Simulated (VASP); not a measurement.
Crystal: Ti.

```
Ti
1.0
    -1.64100    1.64100    1.64100
     1.64100   -1.64100    1.64100
     1.64100    1.64100   -1.64100
Ti
1
Direct
  0.00000 0.00000 0.00000
```

```yaml
Program: VASP 6.6.1
Task: relaxation of cell and atoms
Functional: PBE
Dispersion: D4
Potentials_or_basis: VASP PAW PBE potentials, release 64 (Ti_sv)
Cutoff: 600 eV
k_mesh: 11 × 11 × 11
Occupations: fermi-dirac, width 0.05 eV
Spin: no spin polarisation
```

At the start: pressure -4.5 GPa; volume 17.68 Å³/atom.

Task: Where does the relaxation end?

Result: Over 3 steps the energy falls by 11.5 meV/atom and the volume is 16.89 Å³/atom (-4.4 %); space group Im-3m (No. 229, to 0.05 Å).

Step by step:
| step | energy change (eV) | largest force (eV/Å) | pressure (GPa) | volume (Å³) |
| --- | --- | --- | --- | --- |
| 1 | 0.0000 | 0.0000 | -4.49 | 17.68 |
| 2 | -0.0072 | 0.0000 | 3.05 | 16.44 |
| 3 | -0.0115 | 0.0000 | 0.02 | 16.89 |

Final structure:
```
CELL_PARAMETERS angstrom
-1.61632 1.61632 1.61632
1.61632 -1.61632 1.61632
1.61632 1.61632 -1.61632
ATOMIC_POSITIONS crystal
Ti 0.00000 0.00000 0.00000
```

Caveat: pairwise dispersion overbinds metals, which lowers pressure and volume.
